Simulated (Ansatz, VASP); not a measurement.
# WC: VASP beside Ansatz

The input INCAR:

```
SYSTEM = WC
PREC = Accurate
ENCUT = 520
EDIFF = 1E-6
ISMEAR = 1
SIGMA = 0.2
LREAL = .FALSE.
LASPH = .TRUE.
NELM = 100
ALGO = Normal
ISIF = 2
LWAVE = .FALSE.
LCHARG = .FALSE.
GGA = PS
NBANDS = 16
```

File KPOINTS:

```
regular mesh
0
G
  18 18 16
  0 0 0
```

POSCAR

```
WC
1.0
    2.9005014360      0.0000000000      0.0000000000
   -1.4502507180      2.5119079273      0.0000000000
    0.0000000000      0.0000000000      2.8290000000
W C
1 1
Direct
    0.0000000000      0.0000000000      0.0000000000
    0.7274923405      0.3637461703      0.5456192554
```

Input for Ansatz:

```yaml
crystal:
  lattice:
    - [2.900501436, 0.0, 0.0]
    - [-1.450250718, 2.5119079273, 0.0]
    - [0.0, 0.0, 2.829]
  atoms:
    - { symbol: W, position: [0.0, 0.0, 0.0] }
    - { symbol: C, position: [0.7274923405, 0.3637461703, 0.5456192554] }
basis:
  ecutwfc: 420
kpoints:
  mp_grid: { grid: [18, 18, 16] }
hamiltonian:
  xc: pbesol
scf:
  occupations: { method: methfessel_paxton, width: 0.2 }
output:
  forces: true
  stress: true
  eigenvalues: true
```

Change from the starting cell: all C atoms moved -0.200 Å, as atom 2 towards its neighbour atom 1 (W) at 2.192 Å.

Alike in both runs: task single point; functional PBEsol; k mesh 18 × 18 × 16; occupations methfessel-paxton of order 1, width 0.2 eV; no spin polarisation.

|  | VASP | Ansatz |
| --- | --- | --- |
| version | VASP 6.6.1 | Ansatz 0.2.0 |
| potentials or method | VASP PAW PBE potentials, release 64 (W_sv, C), cutoff 520 eV | scalar-relativistic, plane waves, PAW |
| valence electrons in the cell | 18 | 18 |

|  | VASP | Ansatz | Ansatz less VASP |
| --- | --- | --- | --- |
| gap on the k mesh at the Fermi level (eV) | none | none | - |
| pressure (GPa) | 7.8 | 6.5 | -1.34 |
| traceless stress, the component that is largest in VASP (GPa) | -6.64 | -6.49 | +0.153 |
| rms of the force components (eV/Å) | 1.753 | 1.738 | -0.0149 |

VASP's potentials were made for PBE, not for PBEsol. Atom by atom the forces differ by 0.016 eV/Å (rms over components). A gap of «none» marks a metal or a gap that the smearing closes.

Neither program's run includes spin-orbit coupling.
